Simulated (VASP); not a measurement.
# BAs (F-43m) in VASP: single point with PBEsol

Aim: the single point of BAs with PBEsol.

Program: VASP 6.6.1. These are calculated values, not measurements. Logs are shortened: lines on timing, memory, paths and dates and some standing lists are left out, and cuts for length are marked.

## (1) The cell of the first run

It takes space group F-43m (No. 216, cubic). The conventional cell has a = 4.768 Å, b = 4.768 Å, c = 4.768 Å, α = 90.00°, β = 90.00°, γ = 90.00°. B (site symmetry -43m) has 4 As at 2.06 Å within 2.7 Å. Within 2.7 Å of As (site symmetry -43m) lie 4 B at 2.06 Å.

## (2) Single point, PBEsol

INCAR

```
  ALGO = Normal
  EDIFF = 1E-6
  ENCUT = 500
  GGA = PS
  GGA_COMPAT = False
  ISIF = 2
  ISMEAR = 0
  LASPH = True
  LCHARG = False
  LREAL = False
  LWAVE = False
  NBANDS = 11
  NELM = 120
  PREC = Accurate
  SIGMA = 0.02
```

KPOINTS

```
k-points
0
Gamma
  10 10 10
```

POSCAR

```
BAs
1.0
    0.0000000000      2.3838625025      2.3838625025
    2.3838625025      0.0000000000      2.3838625025
    2.3838625025      2.3838625025      0.0000000000
B As
1 1
Direct
    0.0000000000      0.0000000000      0.0000000000
    0.2500000000      0.2500000000      0.2500000000
```

Potentials or basis: VASP PAW PBE potentials, release 64 (B, As).

On the command line:

```sh
> cat potpaw_PBE.64/B/POTCAR potpaw_PBE.64/As/POTCAR > POTCAR
> mpirun -np 1 vasp_std > vasp.out
```

OUTCAR:

```text
EDIFF = 1E-6
   ENCUT = 500
   GGA = PS
   ISIF = 2
   ISMEAR = 0
   LASPH = True
   LREAL = False
   NELM = 120
   PREC = Accurate

 ion  position               nearest neighbor table
   1  0.000  0.000  0.000-   2 2.06   2 2.06   2 2.06   2 2.06
   2  0.250  0.250  0.250-   1 2.06   1 2.06   1 2.06   1 2.06

  LATTYP: Found a face centered cubic cell.
 ALAT       =     4.7677250050

  Lattice vectors:

 A1 = (   0.0000000000,   2.3838625025,   2.3838625025)
 A2 = (   2.3838625025,   0.0000000000,   2.3838625025)
 A3 = (   2.3838625025,   2.3838625025,   0.0000000000)

Analysis of symmetry for initial positions (statically):
=====================================================================
 Subroutine PRICEL returns:
 Original cell was already a primitive cell.

 Routine SETGRP: Setting up the symmetry group for a
 face centered cubic supercell.

 Subroutine GETGRP returns: Found 24 space group operations
 (whereof 24 operations were pure point group operations)
 out of a pool of 48 trial point group operations.

The static configuration has the point symmetry T_d .

Analysis of symmetry for dynamics (positions and initial velocities):
=====================================================================
 Subroutine PRICEL returns:
 Original cell was already a primitive cell.

 Routine SETGRP: Setting up the symmetry group for a
 face centered cubic supercell.

 Subroutine GETGRP returns: Found 24 space group operations
 (whereof 24 operations were pure point group operations)
 out of a pool of 48 trial point group operations.

The dynamic configuration has the point symmetry T_d .

 Subroutine INISYM returns: Found 24 space group operations
 (whereof 24 operations are pure point group operations),
 and found     1 'primitive' translations

----------------------------------------------------------------------------------------

                                     Primitive cell

  volume of cell :      27.0940

  direct lattice vectors                    reciprocal lattice vectors
     0.000000000  2.383862502  2.383862502    -0.209743641  0.209743641  0.209743641
     2.383862502  0.000000000  2.383862502     0.209743641 -0.209743641  0.209743641
     2.383862502  2.383862502  0.000000000     0.209743641  0.209743641 -0.209743641

  length of vectors
     3.371290682  3.371290682  3.371290682     0.363286642  0.363286642  0.363286642

  position of ions in fractional coordinates (direct lattice)
     0.000000000  0.000000000  0.000000000
     0.250000000  0.250000000  0.250000000

  ion indices of the primitive-cell ions
   primitive index   ion index
                 1           1
                 2           2

----------------------------------------------------------------------------------------

 KPOINTS: k-points

Automatic generation of k-mesh.
 Grid dimensions read from file:
 generate k-points for:   10   10   10

 Generating k-lattice:

  Cartesian coordinates                     Fractional coordinates (reciprocal lattice)
    -0.020974364  0.020974364  0.020974364     0.100000000  0.000000000  0.000000000
     0.020974364 -0.020974364  0.020974364     0.000000000  0.100000000  0.000000000
     0.020974364  0.020974364 -0.020974364     0.000000000  0.000000000  0.100000000

  Length of vectors
     0.036328664  0.036328664  0.036328664

  Shift w.r.t. Gamma in fractional coordinates (k-lattice)
     0.000000000  0.000000000  0.000000000

 Subroutine IBZKPT returns following result:
 ===========================================

 Found     47 irreducible k-points:

 Following reciprocal coordinates:
            Coordinates               Weight
  0.000000  0.000000  0.000000      1.000000
  0.100000  0.000000  0.000000      8.000000
  0.200000  0.000000  0.000000      8.000000
  0.300000  0.000000  0.000000      8.000000
  0.400000  0.000000  0.000000      8.000000
  0.500000  0.000000  0.000000      4.000000
[... 16 lines left out ...]
  0.300000  0.300000  0.000000      6.000000
  0.400000  0.300000  0.000000     24.000000
 [... further k-points ...]
   k-points           NKPTS =     47   k-points in BZ     NKDIM =     47   number of bands    NBANDS=     11
   number of dos      NEDOS =    301   number of ions     NIONS =      2
   total plane-waves  NPLWV =  21952
   dimension x,y,z NGX =    28 NGY =   28 NGZ =   28
   dimension x,y,z NGXF=    56 NGYF=   56 NGZF=   56
   ions per type =               1   1
   NGX,Y,Z   is equivalent  to a cutoff of  13.81, 13.81, 13.81 a.u.
   NGXF,Y,Z  is equivalent  to a cutoff of  27.61, 27.61, 27.61 a.u.
 SYSTEM =  unknown system
   PREC   = accura    normal or accurate (medium, high low for compatibility)
   ISTART =      0    job   : 0-new  1-cont  2-samecut
   ICHARG =      2    charge: 1-file 2-atom 10-const
   ISPIN  =      1    spin polarized calculation?
   LNONCOLLINEAR =      F non collinear calculations
   LSORBIT =      F    spin-orbit coupling
   LASPH  =      T    aspherical Exc in radial PAW
   ENCUT  =  500.0 eV  36.75 Ry    6.06 a.u.   6.15  6.15  6.15*2*pi/ulx,y,z
   NELM   =    120;   NELMIN=  2; NELMDL= -5     # of ELM steps
   EDIFF  = 0.1E-05   stopping-criterion for ELM
   LREAL  =      F    real-space projection
   EDIFFG = 0.1E-04   stopping-criterion for IOM
   NSW    =      0    number of steps for IOM
   IBRION =     -1    ionic relax: 0-MD 1-quasi-New 2-CG
   NFREE  =      0    steps in history (QN), initial steepest desc. (CG)
   ISIF   =      2    stress and relaxation
   ISYM   =      2    0-nonsym 1-usesym 2-fastsym
   POTIM  = 0.5000    time-step for ionic-motion
   TEBEG  =    0.0;   TEEND  =   0.0 temperature during run
   PSTRESS=    0.0 pullay stress
   NELECT =       8.0000    total number of electrons
   NUPDOWN=      -1.0000    fix difference up-down
   EMIN   =  10.00;   EMAX   =-10.00  energy-range for DOS
   EFERMI =   0.00;   METHOD = LEGACY
   ISMEAR =     0;   SIGMA  =   0.02  broadening in eV -4-tet -1-fermi 0-gaus
   EFERMI_NEDOS =   21; number of points for ismear=-14 and -15
   IALGO  =     38    algorithm
   IMIX   =      4    mixing-type and parameters
     AMIX     =   0.40;   BMIX     =  1.00
     AMIX_MAG =   1.60;   BMIX_MAG =  1.00
  volume/ion in A,a.u.               =      13.55        91.42
  Fermi-wavevector in a.u.,A,eV,Ry     =   1.090135  2.060056 16.169087  1.188394
  Thomas-Fermi vector in A             =   2.226353
   LORBIT       =      0    0 simple, 1 ext, 2 COOP (PROOUT), +10 PAW based schemes
   GGA     = PS    functional components
   LHFCALC =     F    Hartree Fock is set to
   AEXX    =    0.0000 exact exchange contribution
   IVDW    =     0    specifies the selected vdW correction
   LEPSILON=     F    determine dielectric tensor
   LRPA    =     F    only Hartree local field effects (RPA)
 non-spin polarized calculation
 Gauss-broadening in eV      SIGMA  =   0.02
  energy-cutoff  :      500.00
  volume of cell :       27.09
 maximum number of plane-waves:       701
 NGX is ok and might be reduce to    28
   NGX = 13   NGY = 13   NGZ = 13

 number of electron       8.0000000 magnetization

 Free energy of the ion-electron system (eV)
  ---------------------------------------------------
  ext. energy  EPLUGINS =         0.00000000
  ---------------------------------------------------
  free energy    TOTEN  =       -12.20310061 eV

  energy without entropy =      -12.20310061  energy(sigma->0) =      -12.20310061

 E-fermi :   6.2839     XC(G=0): -10.7558

 val. band max:        6.1084944590   @ k =   0.0000   0.0000   0.0000
 cond. band min:       7.1786090886   @ k =   0.4000   0.4000   0.0000
 fundamental gap:      1.0701146296
 Fermi energy:         6.2838503912

 k-point     1 :       0.0000    0.0000    0.0000
  band No.  band energies     occupation
      1      -9.3821      2.00000
      2       6.1085      2.00000
      3       6.1085      2.00000
      4       6.1085      2.00000
      5       9.3556      0.00000
      6       9.3556      0.00000
      7       9.3556      0.00000
      8      10.8644      0.00000
      9      15.4837      0.00000
     10      19.0632      0.00000
     11      19.0632      0.00000

 k-point     2 :       0.1000    0.0000    0.0000
  band No.  band energies     occupation
      1      -9.2166      2.00000
      2       4.6992      2.00000
      3       5.8017      2.00000
      4       5.8017      2.00000
      5       9.5132      0.00000
      6       9.7587      0.00000
      7       9.7587      0.00000
      8      11.7199      0.00000
      9      16.1450      0.00000
     10      17.9388      0.00000
     11      17.9388      0.00000

 k-point     3 :       0.2000    0.0000    0.0000
  band No.  band energies     occupation
      1      -8.7283      2.00000
      2       2.3129      2.00000
      3       5.2203      2.00000
      4       5.2203      2.00000
      5       9.3055      0.00000
      6      10.4797      0.00000
      7      10.4797      0.00000
      8      13.3047      0.00000
      9      17.1591      0.00000
     10      17.2055      0.00000
     11      17.2055      0.00000

 k-point     4 :       0.3000    0.0000    0.0000
  band No.  band energies     occupation
      1      -7.9531      2.00000
      2       0.0011      2.00000
      3       4.7083      2.00000
      4       4.7083      2.00000
      5       9.0371      0.00000
      6      10.8723      0.00000
      7      10.8723      0.00000
      8      14.5082      0.00000
      9      17.2953      0.00000
     10      17.6629      0.00000
     11      17.6629      0.00000

 k-point     5 :       0.4000    0.0000    0.0000
  band No.  band energies     occupation
      1      -7.0227      2.00000
      2      -1.8938      2.00000
      3       4.3806      2.00000
      4       4.3806      2.00000
      5       8.8576      0.00000
      6      10.8850      0.00000
      7      10.8850      0.00000
      8      14.8438      0.00000
      9      18.0512      0.00000
     10      19.2052      0.00000
     11      19.2052      0.00000
[... 211 lines left out ...]
 k-point    21 :      -0.3000    0.2000    0.0000
  band No.  band energies     occupation
      1      -6.8093      2.00000
      2      -0.9824      2.00000
      3       1.4276      2.00000
      4       4.1313      2.00000
      5       9.5852      0.00000
      6      12.0286      0.00000
      7      12.2792      0.00000
      8      14.2052      0.00000
      9      16.7262      0.00000
     10      18.1237      0.00000
     11      21.3543      0.00000

 k-point    22 :      -0.2000    0.2000    0.0000
  band No.  band energies     occupation
      1      -7.6876      2.00000
      2       0.6070      2.00000
      3       1.9719      2.00000
      4       4.8020      2.00000
      5      10.0223      0.00000
      6      11.2095      0.00000
      7      12.0806      0.00000
      8      13.0738      0.00000
      9      15.9085      0.00000
     10      18.6282      0.00000
     11      20.2418      0.00000

 k-point    23 :       0.3000    0.3000    0.0000
  band No.  band energies     occupation
      1      -7.4508      2.00000
      2       0.8872      2.00000
      3       2.8771      2.00000
      4       2.8771      2.00000
      5       7.4127      0.00000
      6       9.6611      0.00000
      7      14.5748      0.00000
      8      14.5748      0.00000
      9      17.1023      0.00000
     10      21.0738      0.00000
     11      21.2203      0.00000

 k-point    24 :       0.4000    0.3000    0.0000
  band No.  band energies     occupation
      1      -6.7161      2.00000
      2      -0.3681      2.00000
      3       2.0744      2.00000
      4       2.5780      2.00000
      5       7.7119      0.00000
      6       9.4022      0.00000
      7      14.9523      0.00000
      8      15.1878      0.00000
      9      18.1479      0.00000
     10      21.8672      0.00000
     11      21.9895      0.00000

 [... further k-points ...]

------------------------ aborting loop because EDIFF is reached ----------------------------------------

  FORCE on cell =-STRESS in cart. coord.  units (eV):
  Direction    XX          YY          ZZ          XY          YZ          ZX
  --------------------------------------------------------------------------------------
  -------------------------------------------------------------------------------------
  Total        0.1511398      0.1511398      0.1511398      0.0000000      0.0000000     -0.0000000
  in kB        8.9374955      8.9374955      8.9374955      0.0000000      0.0000000     -0.0000000
  external PRESSURE =       8.9374955 kB  Pullay stress =       0.0000000 kB

 VOLUME and BASIS-vectors are now :
 -----------------------------------------------------------------------------
  energy-cutoff  :      500.00
  volume of cell :       27.09
      direct lattice vectors                 reciprocal lattice vectors
     0.000000000  2.383862502  2.383862502    -0.209743641  0.209743641  0.209743641
     2.383862502  0.000000000  2.383862502     0.209743641 -0.209743641  0.209743641
     2.383862502  2.383862502  0.000000000     0.209743641  0.209743641 -0.209743641

 POSITION                                       TOTAL-FORCE (eV/Angst)
 -----------------------------------------------------------------------------------
      0.00000      0.00000      0.00000         0.000000      0.000000      0.000000
      1.19193      1.19193      1.19193        -0.000000     -0.000000     -0.000000
 -----------------------------------------------------------------------------------
    total drift:                               -0.000000     -0.000000     -0.000000

  FREE ENERGIE OF THE ION-ELECTRON SYSTEM (eV)
  ---------------------------------------------------
  free  energy   TOTEN  =       -12.2031006072 eV

  energy  without entropy=      -12.2031006072  energy(sigma->0) =      -12.20310061
```

It took 42 s on 1 thread of AMD EPYC, shared host; peak memory 0.13 GiB.

Results:

```
Free energy            : -12.2031 eV
Pressure               : 0.9 GPa
Band gap on the k mesh : 1.07 eV (least direct gap 3.25 eV)
```

Levels at points of the mesh, in eV from the valence-band top:
```tsv
k point	band 1	band 2	band 3	band 4	band 5	band 6	band 7	band 8
(0.00, 0.00, 0.00)	-15.49	0.00	0.00	0.00	3.25	3.25	3.25	4.76
(0.50, 0.00, 0.00)	-12.58	-8.88	-1.84	-1.84	2.69	4.73	4.73	8.72
(0.50, 0.50, 0.00)	-11.27	-8.57	-4.13	-4.13	1.31	1.33	11.40	11.40
```

Caveat: the PAW data sets were made with another functional, which shifts forces and pressure a little. A k mesh can miss the band edges.
